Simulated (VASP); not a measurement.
# ZrTi5C6 (P4/mmm) in VASP: a series of runs

ZrTi5C6 is run at these levels: PBE; tasks: single point.

All numbers are computed with VASP 6.6.1; they aren't measurements. Logs are shortened: lines on timing, memory, paths and dates and some standing lists are left out, and cuts for length are marked.

### 1 The cell of the first run

The structure is tetragonal, space group P4/mmm (No. 123). The conventional cell has a = 3.124 Å, b = 3.124 Å, c = 13.180 Å, α = 90.00°, β = 90.00°, γ = 90.00°. Zr (site symmetry 4/mmm) has 6 C at 2.21 to 2.31 Å within 2.9 Å. Within 2.8 Å of Ti (site symmetry 4mm) lie 6 C at 2.13 to 2.30 Å. Ti (site symmetry 4mm) has 6 C at 2.13 to 2.21 Å within 2.8 Å. Within 2.8 Å of Ti (site symmetry 4/mmm) lie 6 C at 2.15 to 2.21 Å. Within 2.9 Å of C (site symmetry 4/mmm) lie 4 Zr at 2.21 Å and 2 Ti at 2.30 Å. Within 2.8 Å of C (site symmetry 4mm) lie 5 Ti at 2.13 to 2.21 Å and 1 Zr at 2.31 Å. Within 2.8 Å of C (site symmetry 4mm) lie 6 Ti at 2.13 to 2.21 Å. Within 2.8 Å of C (site symmetry 4/mmm) lie 6 Ti at 2.14 to 2.21 Å.

### 2 Single point, PBE

INCAR

```
SYSTEM = ZrTi5C6
ALGO = Normal
EDIFF = 1E-6
ENCUT = 520
GGA = PE
ISIF = 2
ISMEAR = 0
LASPH = .TRUE.
LCHARG = .TRUE.
LELF = .TRUE.
LREAL = .FALSE.
LVHAR = .TRUE.
LWAVE = .FALSE.
NBANDS = 60
NELM = 60
PREC = Accurate
SIGMA = 0.1
```

KPOINTS

```
k-points
0
G
  12 12 4
  0 0 0
```

POSCAR

```
ZrTi5C6
1.0
    3.1239200805      0.0000000000      0.0000000000
    0.0000000000      3.1239200805      0.0000000000
    0.0000000000      0.0000000000     13.1798730058
Zr Ti C
1 5 6
Direct
    0.5000000000      0.5000000000      0.0000000000
    0.0000000000      0.0000000000      0.8251531717
    0.0000000000      0.0000000000      0.1748468283
    0.5000000000      0.5000000000      0.3373604124
    0.0000000000      0.0000000000      0.5000000000
    0.5000000000      0.5000000000      0.6626395876
    0.0000000000      0.0000000000      0.0000000000
    0.5000000000      0.5000000000      0.1754272495
    0.0000000000      0.0000000000      0.3366852520
    0.5000000000      0.5000000000      0.5000000000
    0.0000000000      0.0000000000      0.6633147480
    0.5000000000      0.5000000000      0.8245727505
```

Potentials or basis: VASP PAW PBE potentials, release 64 (Zr_sv, Ti_sv, C).

Launch:

```console
cat potpaw_PBE.64/Zr_sv/POTCAR potpaw_PBE.64/Ti_sv/POTCAR potpaw_PBE.64/C/POTCAR > POTCAR
mpirun -np 1 vasp_std > vasp.out
```

OUTCAR:

```text
SYSTEM = ZrTi5C6
   EDIFF = 1E-6
   ENCUT = 520
   GGA = PE
   ISIF = 2
   ISMEAR = 0
   LASPH = .TRUE.
   LREAL = .FALSE.
   NELM = 60
   PREC = Accurate

 ion  position               nearest neighbor table
   1  0.500  0.500  0.000-   7 2.21   7 2.21   7 2.21   7 2.21  12 2.31   8 2.31   3 3.19   3 3.19
                             2 3.19   3 3.19   2 3.19   2 3.19   3 3.19   2 3.19
   2  0.000  0.000  0.825-  11 2.13  12 2.21  12 2.21  12 2.21  12 2.21   7 2.30   1 3.19   1 3.19
                             1 3.19   1 3.19
   3  0.000  0.000  0.175-   9 2.13   8 2.21   8 2.21   8 2.21   8 2.21   7 2.30   1 3.19   1 3.19
                             1 3.19   1 3.19
   4  0.500  0.500  0.337-   8 2.13  10 2.14   9 2.21   9 2.21   9 2.21   9 2.21
   5  0.000  0.000  0.500-   9 2.15  11 2.15  10 2.21  10 2.21  10 2.21  10 2.21
   6  0.500  0.500  0.663-  12 2.13  10 2.14  11 2.21  11 2.21  11 2.21  11 2.21
   7  0.000  0.000  0.000-   1 2.21   1 2.21   1 2.21   1 2.21   3 2.30   2 2.30
   8  0.500  0.500  0.175-   4 2.13   3 2.21   3 2.21   3 2.21   3 2.21   1 2.31
   9  0.000  0.000  0.337-   3 2.13   5 2.15   4 2.21   4 2.21   4 2.21   4 2.21
  10  0.500  0.500  0.500-   4 2.14   6 2.14   5 2.21   5 2.21   5 2.21   5 2.21
  11  0.000  0.000  0.663-   2 2.13   5 2.15   6 2.21   6 2.21   6 2.21   6 2.21
  12  0.500  0.500  0.825-   6 2.13   2 2.21   2 2.21   2 2.21   2 2.21   1 2.31

  LATTYP: Found a simple tetragonal cell.
 ALAT       =     3.1239200805
 C/A-ratio  =     4.2190173456

  Lattice vectors:

 A1 = (   3.1239200805,   0.0000000000,   0.0000000000)
 A2 = (   0.0000000000,   3.1239200805,   0.0000000000)
 A3 = (   0.0000000000,   0.0000000000,  13.1798730058)

Analysis of symmetry for initial positions (statically):
=====================================================================
 Subroutine PRICEL returns:
 Original cell was already a primitive cell.

 Routine SETGRP: Setting up the symmetry group for a
 simple tetragonal supercell.

 Subroutine GETGRP returns: Found 16 space group operations
 (whereof 16 operations were pure point group operations)
 out of a pool of 16 trial point group operations.

The static configuration has the point symmetry D_4h.

Analysis of symmetry for dynamics (positions and initial velocities):
=====================================================================
 Subroutine PRICEL returns:
 Original cell was already a primitive cell.

 Routine SETGRP: Setting up the symmetry group for a
 simple tetragonal supercell.

 Subroutine GETGRP returns: Found 16 space group operations
 (whereof 16 operations were pure point group operations)
 out of a pool of 16 trial point group operations.

The dynamic configuration has the point symmetry D_4h.

 Subroutine INISYM returns: Found 16 space group operations
 (whereof 16 operations are pure point group operations),
 and found     1 'primitive' translations

----------------------------------------------------------------------------------------

                                     Primitive cell

  volume of cell :     128.6208

  direct lattice vectors                    reciprocal lattice vectors
     3.123920081  0.000000000  0.000000000     0.320110622  0.000000000  0.000000000
     0.000000000  3.123920081  0.000000000     0.000000000  0.320110622  0.000000000
     0.000000000  0.000000000 13.179873006     0.000000000  0.000000000  0.075873265

  length of vectors
     3.123920081  3.123920081 13.179873006     0.320110622  0.320110622  0.075873265

  position of ions in fractional coordinates (direct lattice)
     0.500000000  0.500000000  0.000000000
     0.000000000  0.000000000  0.825153172
     0.000000000  0.000000000  0.174846828
     0.500000000  0.500000000  0.337360412
     0.000000000  0.000000000  0.500000000
     0.500000000  0.500000000  0.662639588
     0.000000000  0.000000000  0.000000000
     0.500000000  0.500000000  0.175427249
     0.000000000  0.000000000  0.336685252
     0.500000000  0.500000000  0.500000000
     0.000000000  0.000000000  0.663314748
     0.500000000  0.500000000  0.824572751

  ion indices of the primitive-cell ions
   primitive index   ion index
                 1           1
                 2           2
                 3           3
                 4           4
                 5           5
                 6           6
                 7           7
                 8           8
                 9           9
                10          10
                11          11
                12          12

----------------------------------------------------------------------------------------

 KPOINTS: k-points

Automatic generation of k-mesh.
 Grid dimensions read from file:
 generate k-points for:   12   12    4

 Generating k-lattice:

  Cartesian coordinates                     Fractional coordinates (reciprocal lattice)
     0.026675885  0.000000000  0.000000000     0.083333333  0.000000000  0.000000000
     0.000000000  0.026675885  0.000000000     0.000000000  0.083333333  0.000000000
     0.000000000  0.000000000  0.018968316     0.000000000  0.000000000  0.250000000

  Length of vectors
     0.026675885  0.026675885  0.018968316

  Shift w.r.t. Gamma in fractional coordinates (k-lattice)
     0.000000000  0.000000000  0.000000000

 Subroutine IBZKPT returns following result:
 ===========================================

 Found     84 irreducible k-points:

 Following reciprocal coordinates:
            Coordinates               Weight
  0.000000  0.000000  0.000000      1.000000
  0.083333  0.000000  0.000000      4.000000
  0.166667  0.000000  0.000000      4.000000
  0.250000  0.000000  0.000000      4.000000
  0.333333  0.000000  0.000000      4.000000
  0.416667  0.000000  0.000000      4.000000
[... 16 lines left out ...]
  0.333333  0.333333  0.000000      4.000000
  0.416667  0.333333  0.000000      8.000000
 [... further k-points ...]
   k-points           NKPTS =     84   k-points in BZ     NKDIM =     84   number of bands    NBANDS=     60
   number of dos      NEDOS =    301   number of ions     NIONS =     12
   total plane-waves  NPLWV =  56448
   dimension x,y,z NGX =    24 NGY =   24 NGZ =   98
   dimension x,y,z NGXF=    48 NGYF=   48 NGZF=  196
   ions per type =               1   5   6
   NGX,Y,Z   is equivalent  to a cutoff of  12.77, 12.77, 12.36 a.u.
   NGXF,Y,Z  is equivalent  to a cutoff of  25.54, 25.54, 24.72 a.u.
 SYSTEM =  ZrTi5C6
   PREC   = accura    normal or accurate (medium, high low for compatibility)
   ISTART =      0    job   : 0-new  1-cont  2-samecut
   ICHARG =      2    charge: 1-file 2-atom 10-const
   ISPIN  =      1    spin polarized calculation?
   LNONCOLLINEAR =      F non collinear calculations
   LSORBIT =      F    spin-orbit coupling
   LASPH  =      T    aspherical Exc in radial PAW
   ENCUT  =  520.0 eV  38.22 Ry    6.18 a.u.   5.81  5.81 24.51*2*pi/ulx,y,z
   NELM   =     60;   NELMIN=  2; NELMDL= -5     # of ELM steps
   EDIFF  = 0.1E-05   stopping-criterion for ELM
   LREAL  =      F    real-space projection
   EDIFFG = 0.1E-04   stopping-criterion for IOM
   NSW    =      0    number of steps for IOM
   IBRION =     -1    ionic relax: 0-MD 1-quasi-New 2-CG
   NFREE  =      0    steps in history (QN), initial steepest desc. (CG)
   ISIF   =      2    stress and relaxation
   ISYM   =      2    0-nonsym 1-usesym 2-fastsym
   POTIM  = 0.5000    time-step for ionic-motion
   TEBEG  =    0.0;   TEEND  =   0.0 temperature during run
   PSTRESS=    0.0 pullay stress
   NELECT =      96.0000    total number of electrons
   NUPDOWN=      -1.0000    fix difference up-down
   EMIN   =  10.00;   EMAX   =-10.00  energy-range for DOS
   EFERMI =   0.00;   METHOD = LEGACY
   ISMEAR =     0;   SIGMA  =   0.10  broadening in eV -4-tet -1-fermi 0-gaus
   EFERMI_NEDOS =   21; number of points for ismear=-14 and -15
   IALGO  =     38    algorithm
   IMIX   =      4    mixing-type and parameters
     AMIX     =   0.40;   BMIX     =  1.00
     AMIX_MAG =   1.60;   BMIX_MAG =  1.00
  volume/ion in A,a.u.               =      10.72        72.33
  Fermi-wavevector in a.u.,A,eV,Ry     =   1.485006  2.806255 30.004152  2.205243
  Thomas-Fermi vector in A             =   2.598472
   LORBIT       =      0    0 simple, 1 ext, 2 COOP (PROOUT), +10 PAW based schemes
   GGA     = PE    functional components
   LHFCALC =     F    Hartree Fock is set to
   AEXX    =    0.0000 exact exchange contribution
   IVDW    =     0    specifies the selected vdW correction
   LEPSILON=     F    determine dielectric tensor
   LRPA    =     F    only Hartree local field effects (RPA)
 non-spin polarized calculation
 Gauss-broadening in eV      SIGMA  =   0.10
  energy-cutoff  :      520.00
  volume of cell :      128.62
 maximum number of plane-waves:      3512
 NGX is ok and might be reduce to    24
   NGX = 11   NGY = 11   NGZ = 49

 number of electron      95.9999996 magnetization

 Free energy of the ion-electron system (eV)
  ---------------------------------------------------
  ext. energy  EPLUGINS =         0.00000000
  ---------------------------------------------------
  free energy    TOTEN  =      -112.40652120 eV

  energy without entropy =     -112.39607810  energy(sigma->0) =     -112.40129965

 E-fermi :   9.3654     XC(G=0): -12.5375

 val. band max:        9.3642776184   @ k =   0.0833   0.0000   0.2500
 cond. band min:       9.3675360895   @ k =   0.0833   0.0000   0.5000
 fundamental gap:      0.0032584711
 Fermi energy:         9.3654241070

 k-point     1 :       0.0000    0.0000    0.0000
  band No.  band energies     occupation
      1     -47.3508      2.00000
      2     -47.3475      2.00000
      3     -47.3192      2.00000
      4     -47.2772      2.00000
      5     -47.2568      2.00000
      6     -38.2150      2.00000
[... 1501 lines left out ...]
     59      12.5956      0.00000
     60      12.6348      0.00000

 [... further k-points ...]

------------------------ aborting loop because EDIFF is reached ----------------------------------------

  FORCE on cell =-STRESS in cart. coord.  units (eV):
  Direction    XX          YY          ZZ          XY          YZ          ZX
  --------------------------------------------------------------------------------------
  -------------------------------------------------------------------------------------
  Total        0.1701046      0.1701046      0.1971842      0.0000000      0.0000000      0.0000000
  in kB        2.1189256      2.1189256      2.4562443      0.0000000      0.0000000      0.0000000
  external PRESSURE =       2.2313652 kB  Pullay stress =       0.0000000 kB

 VOLUME and BASIS-vectors are now :
 -----------------------------------------------------------------------------
  energy-cutoff  :      520.00
  volume of cell :      128.62
      direct lattice vectors                 reciprocal lattice vectors
     3.123920081  0.000000000  0.000000000     0.320110622  0.000000000  0.000000000
     0.000000000  3.123920081  0.000000000     0.000000000  0.320110622  0.000000000
     0.000000000  0.000000000 13.179873006     0.000000000  0.000000000  0.075873265

 POSITION                                       TOTAL-FORCE (eV/Angst)
 -----------------------------------------------------------------------------------
      1.56196      1.56196      0.00000         0.000000      0.000000     -0.000000
      0.00000      0.00000     10.87541        -0.000000      0.000000      0.004452
      0.00000      0.00000      2.30446         0.000000      0.000000     -0.004452
      1.56196      1.56196      4.44637         0.000000      0.000000      0.000089
      0.00000      0.00000      6.58994         0.000000      0.000000     -0.000000
      1.56196      1.56196      8.73351         0.000000     -0.000000     -0.000089
      0.00000      0.00000      0.00000         0.000000      0.000000     -0.000000
      1.56196      1.56196      2.31211        -0.000000     -0.000000     -0.002847
      0.00000      0.00000      4.43747         0.000000      0.000000      0.003606
      1.56196      1.56196      6.58994         0.000000      0.000000     -0.000000
      0.00000      0.00000      8.74240         0.000000      0.000000     -0.003606
      1.56196      1.56196     10.86776         0.000000      0.000000      0.002847
 -----------------------------------------------------------------------------------
    total drift:                                0.000000     -0.000000      0.000000

  FREE ENERGIE OF THE ION-ELECTRON SYSTEM (eV)
  ---------------------------------------------------
  free  energy   TOTEN  =      -112.4065212000 eV

  energy  without entropy=     -112.3960781046  energy(sigma->0) =     -112.40129965
```

It took 9 min on 1 thread of Intel Xeon 6975P-C (Granite Rapids), shared host; peak memory 0.58 GiB.

What came out:

```
Free energy            : -112.4065 eV
Pressure               : 0.2 GPa
Largest force          : 0.004 eV/Å
Band gap on the k mesh : zero (bands 48 and 49 overlap by 0.61 eV)
```

Forces on the atoms (eV/Å):
```
Zr   0.000  0.000  0.000
Ti   0.000  0.000  0.004
Ti   0.000  0.000 -0.004
Ti   0.000  0.000  0.000
Ti   0.000  0.000  0.000
Ti   0.000  0.000  0.000
C    0.000  0.000  0.000
C    0.000  0.000 -0.003
C    0.000  0.000  0.004
C    0.000  0.000  0.000
C    0.000  0.000 -0.004
C    0.000  0.000  0.003
```

Levels at points of the mesh, in eV from the Fermi level:
```csv
k point,band 45,band 46,band 47,band 48,band 49,band 50,band 51,band 52
"(0.00, 0.00, 0.00)",-0.22,-0.22,-0.04,0.06,0.12,0.12,0.73,0.73
"(0.50, 0.00, 0.00)",-2.57,-2.55,-2.47,-2.38,1.96,2.18,2.50,2.60
"(0.50, 0.50, 0.00)",-1.61,-1.61,-0.23,0.10,0.10,0.12,1.73,1.73
"(0.00, 0.00, 0.50)",-0.33,-0.33,-0.06,-0.06,0.25,0.25,0.31,0.31
"(0.50, 0.00, 0.50)",-2.57,-2.56,-2.51,-2.38,2.15,2.16,2.22,2.58
"(0.50, 0.50, 0.50)",-1.12,-1.00,-0.83,-0.81,0.69,0.69,0.71,0.71
```

### 3 Single point, PBE, collinear spin

INCAR

```
SYSTEM = ZrTi5C6
  ALGO = Normal
  EDIFF = 1E-6
  ENCUT = 520
  GGA = PE
  ISIF = 2
  ISMEAR = 0
  ISPIN = 2
  LASPH = .True.
  LCHARG = .False.
  LMAXMIX = 4
  LORBIT = 11
  LREAL = .False.
  LWAVE = .False.
  MAGMOM = 1 1 1 1 1 1 0 0 0 0 0 0
  NBANDS = 64
  NELM = 150
  PREC = Accurate
  SIGMA = 0.1
```

KPOINTS

```
k-points
0
Gamma
  6 6 2
  0 0 0
```

POSCAR

```
ZrTi5C6
1.0
    3.1225422595      0.0000000000      0.0000000000
    0.0000000000      3.1225422595      0.0000000000
    0.0000000000      0.0000000000     13.1893363962
Zr Ti C
1 5 6
Direct
    0.5000000000      0.5000000000      0.0000000000
    0.0000000000      0.0000000000      0.8247238963
    0.0000000000      0.0000000000      0.1752761037
    0.5000000000      0.5000000000      0.3375096768
    0.0000000000      0.0000000000      0.5000000000
    0.5000000000      0.5000000000      0.6624903232
    0.0000000000      0.0000000000      0.0000000000
    0.5000000000      0.5000000000      0.1757002537
    0.0000000000      0.0000000000      0.3367821980
    0.5000000000      0.5000000000      0.5000000000
    0.0000000000      0.0000000000      0.6632178020
    0.5000000000      0.5000000000      0.8242997463
```

Potentials or basis: VASP PAW PBE potentials, release 64 (Zr_sv, Ti_sv, C).

Launch:

```console
cat potpaw_PBE.64/Zr_sv/POTCAR potpaw_PBE.64/Ti_sv/POTCAR potpaw_PBE.64/C/POTCAR > POTCAR
mpirun -np 1 vasp_std > vasp.out
```

Run time: 3.1 min. Hardware: 1 thread of Intel Xeon 6975P-C (Granite Rapids), shared host; peak memory 0.42 GiB.

Results (log left out):

```yaml
Free_energy: -112.4353 eV
Pressure: 0.3 GPa
Largest_force: 0.009 eV/Å
Band_gap_on_the_k_mesh: zero (filled and empty bands overlap)
Net_moment: 0.00 μB per cell
Valence_electrons_inside_the_program's_atomic_spheres: Zr 10.09; Ti 10.31, 10.35, 10.34 (each value once); C 2.43, 2.38 (each value once)
```

Forces in eV/Å, atoms in the order of the input:
```
Zr   0.000  0.000  0.000
Ti   0.000  0.000  0.009
Ti   0.000  0.000 -0.009
Ti   0.000  0.000  0.006
Ti   0.000  0.000  0.000
Ti   0.000  0.000 -0.006
C    0.000  0.000  0.000
C    0.000  0.000  0.001
C    0.000  0.000 -0.005
C    0.000  0.000  0.000
C    0.000  0.000  0.005
C    0.000  0.000 -0.001
```

Stress tensor (GPa, compression positive):
```
0.29 0.00 0.00
0.00 0.29 0.00
0.00 0.00 0.20
```

Levels at points of the mesh, in eV from the Fermi level:
Spin up:
| k point | band 45 | band 46 | band 47 | band 48 | band 49 | band 50 | band 51 | band 52 |
| --- | --- | --- | --- | --- | --- | --- | --- | --- |
| (0.00, 0.00, 0.00) | -0.12 | -0.12 | 0.04 | 0.16 | 0.20 | 0.20 | 0.83 | 0.83 |
| (0.50, 0.00, 0.00) | -2.47 | -2.45 | -2.37 | -2.29 | 2.05 | 2.28 | 2.57 | 2.69 |
| (0.50, 0.50, 0.00) | -1.52 | -1.52 | -0.13 | 0.19 | 0.19 | 0.21 | 1.81 | 1.81 |
| (0.00, 0.00, 0.50) | -0.22 | -0.22 | 0.03 | 0.03 | 0.34 | 0.34 | 0.41 | 0.41 |
| (0.50, 0.00, 0.50) | -2.47 | -2.46 | -2.41 | -2.29 | 2.24 | 2.25 | 2.33 | 2.67 |
| (0.50, 0.50, 0.50) | -1.04 | -0.90 | -0.72 | -0.72 | 0.76 | 0.76 | 0.82 | 0.82 |
Spin down:
| k point | band 46 | band 47 | band 48 | band 49 | band 50 | band 51 |
| --- | --- | --- | --- | --- | --- | --- |
| (0.00, 0.00, 0.00) | -0.12 | 0.04 | 0.16 | 0.20 | 0.20 | 0.83 |
| (0.50, 0.00, 0.00) | -2.45 | -2.37 | -2.29 | 2.05 | 2.28 | 2.57 |
| (0.50, 0.50, 0.00) | -1.52 | -0.13 | 0.19 | 0.19 | 0.21 | 1.81 |
| (0.00, 0.00, 0.50) | -0.22 | 0.03 | 0.03 | 0.34 | 0.34 | 0.41 |
| (0.50, 0.00, 0.50) | -2.46 | -2.41 | -2.29 | 2.24 | 2.25 | 2.33 |
| (0.50, 0.50, 0.50) | -0.90 | -0.72 | -0.72 | 0.76 | 0.76 | 0.82 |
